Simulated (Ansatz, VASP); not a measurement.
**ZnS in VASP and in Ansatz**

Contents of INCAR:

```
PREC = Accurate
ENCUT = 520
EDIFF = 1E-8
ISMEAR = -1
SIGMA = 0.03
LREAL = F
LASPH = T
NELM = 100
ALGO = Normal
ISIF = 2
LWAVE = F
LCHARG = F
GGA = PS
LEFG = T
NBANDS = 26
```

KPOINTS

```
regular mesh
0
Gamma
  8 8 5
```

File POSCAR:

```
ZnS
1.0
    3.8109987816      0.0000000000      0.0000000000
   -1.9054993908      3.3004217586      0.0000000000
    0.0000000000      0.0000000000      6.0469800000
Zn S
2 2
Direct
    0.3333333333      0.6666666667      0.0000000000
    0.6666666667      0.3333333333      0.5000000000
    0.3333333333      0.6666666667      0.3850000000
    0.6666666667      0.3333333333      0.8850000000
```

Input for Ansatz:

```yaml
crystal:
  lattice:
    - [3.8109987816, 0.0, 0.0]
    - [-1.9054993908, 3.3004217586, 0.0]
    - [0.0, 0.0, 6.04698]
  atoms:
    - { symbol: Zn, position: [0.3333333333, 0.6666666667, 0.0] }
    - { symbol: Zn, position: [0.6666666667, 0.3333333333, 0.5] }
    - { symbol: S, position: [0.3333333333, 0.6666666667, 0.385] }
    - { symbol: S, position: [0.6666666667, 0.3333333333, 0.885] }
kpoints:
  mp_grid: { grid: [8, 8, 5] }
scf:
  occupations: { method: fermi_dirac, width: 0.03 }
hamiltonian:
  xc: pbesol
  pseudopotentials: { kind: all_electron, datasets: crystal }
output:
  forces: true
  stress: true
  eigenvalues: true
  efg: { contact_densities: true }
```

Change from the starting cell: zz strain of -3 %, crystal datasets.

Alike in both runs: task electric field gradients; functional PBEsol; k mesh 8 × 8 × 5; occupations fermi-dirac, width 0.03 eV; no spin polarisation.

|  | VASP | Ansatz |
| --- | --- | --- |
| version | VASP 6.6.1 | Ansatz 0.2.0 |
| potentials or method | VASP PAW PBE potentials, release 64 (Zn, S), cutoff 520 eV | all-electron PAW with datasets made for the crystal, scalar-relativistic |

Ansatz gave:

| Item | Value |
| --- | --- |
| gap on the k mesh at the Fermi level (eV) | 2.20 |
| pressure (GPa) | 0.9 |
| traceless stress, the component that is largest in VASP (GPa) | 1.43 |
| rms of the force components (eV/Å) | 0.086 |
| size of Vzz on the site where it differs most (V/Å²) | 5.4 |

**Question.** Estimate VASP's values.

**Answer.** gap on the k mesh at the Fermi level (eV): 2.21; pressure (GPa): 1.1; traceless stress, the component that is largest in VASP (GPa): 1.42; rms of the force components (eV/Å): 0.086; size of Vzz on the site where it differs most (V/Å²): 6.0.

VASP's potentials were made for PBE, not for PBEsol. Atom by atom the forces differ by 0.000 eV/Å (rms over components). Ansatz ran all-electron here, and VASP with PAW potentials.
